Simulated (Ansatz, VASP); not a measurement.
# One calculation of AlGaN2, two programs

```
Al Ga N
1.0
     3.07008    0.00000    0.00000
     0.00000    3.07008    0.00000
     0.00000    0.00000    4.31787
Al Ga N
1 1 2
Direct
  0.50000 0.50000 0.50000
  0.00000 0.00000 0.00000
  0.50000 0.00000 0.73993
  0.00000 0.50000 0.26007
```

Alike in both runs: task single point; functional LDA; k mesh 8 × 8 × 6; occupations gaussian, width 0.02 eV; no spin polarisation.

```csv
,VASP,Ansatz
version,VASP 6.6.1,Ansatz 0.2.0
potentials or method,"VASP PAW LDA potentials, release 64 (Al, Ga_d, N_h), cutoff 910 eV","scalar-relativistic, plane waves, PAW"
valence electrons in the cell,26,26
```

Ansatz gave:

- gap on the k mesh at the Fermi level (eV): 3.28
- least direct gap on the mesh (eV): 3.39
- rms of the force components (eV/Å): 0.003

**Question.** Estimate VASP's values.

**Answer.** gap on the k mesh at the Fermi level (eV): 3.26; least direct gap on the mesh (eV): 3.40; rms of the force components (eV/Å): 0.014.

LDA's correlation is that of Perdew and Zunger in VASP and of Perdew and Wang (1992) in Ansatz. Atom by atom the forces differ by 0.012 eV/Å (rms over components).

Noted on VASP's run: the cutoff is short for stress, so the pressure is rough.
